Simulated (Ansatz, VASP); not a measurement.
Ba: VASP beside Ansatz

```
CELL_PARAMETERS angstrom
-2.47500 2.50000 2.50000
2.50000 -2.47500 2.50000
2.50000 2.50000 -2.47500
ATOMIC_POSITIONS crystal
Ba 0.00000 0.00000 0.00000
```

Change from the starting cell: equal xy, yz and zx shear strains of +1 %.

Alike in both runs: task single point; functional PBEsol; k mesh 10 × 10 × 10; occupations fermi-dirac, width 0.05 eV; no spin polarisation.

|  | VASP | Ansatz |
| --- | --- | --- |
| version | VASP 6.6.1 | Ansatz 0.2.0 |
| potentials or method | VASP PAW PBE potentials, release 64 (Ba_sv), cutoff 520 eV | all-electron LAPW, scalar-relativistic |

```csv
,VASP,Ansatz,Ansatz less VASP
pressure (GPa),-0.5,-0.6,-0.06
"traceless stress, the component that is largest in VASP (GPa)",-0.10,-0.10,0.000
```

VASP's potentials were made for PBE, not for PBEsol. Ansatz ran all-electron here, and VASP with PAW potentials.

Neither program's run includes spin-orbit coupling.
